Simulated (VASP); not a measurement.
Input of a VASP 6.6.1 run:

The input INCAR:

```
SYSTEM = Au
  PREC = Accurate
  ENCUT = 520
  EDIFF = 1E-7
  ISMEAR = -5
  SIGMA = 0.1
  LREAL = .False.
  LASPH = .True.
  NELM = 60
  ALGO = Fast
  ISIF = 2
  LWAVE = .False.
  LCHARG = .False.
  GGA = PE
  NBANDS = 18
```

The input KPOINTS:

```
Automatic mesh
0
Gamma
  16 16 10
  0 0 0
```

The input POSCAR:

```
Au
1.0
    1.4113099650     -2.5559330250      0.0000000000
    1.4113099650      2.5559330250      0.0000000000
    0.0000000000      0.0000000000      4.8931696100
Au
2
Direct
    0.6653279700      0.3346720300      0.2500000000
    0.3346720300      0.6653279700      0.7500000000
```

Potentials or basis: VASP PAW PBE potentials, release 64 (Au).

Run with:

```bash
$ cat potpaw_PBE.64/Au/POTCAR > POTCAR
$ mpirun -np 1 vasp_std > vasp.out
```

(1) What does it give for the pressure?

(2) Estimate the band gap on the k mesh.

Results:

(1) 2.8 GPa.

(2) zero (bands 11 and 12 overlap by 6.58 eV).

Caveat: spin-orbit coupling is left out, which moves the levels of the heavy elements; tetrahedron occupations give inexact forces and stress in metals.
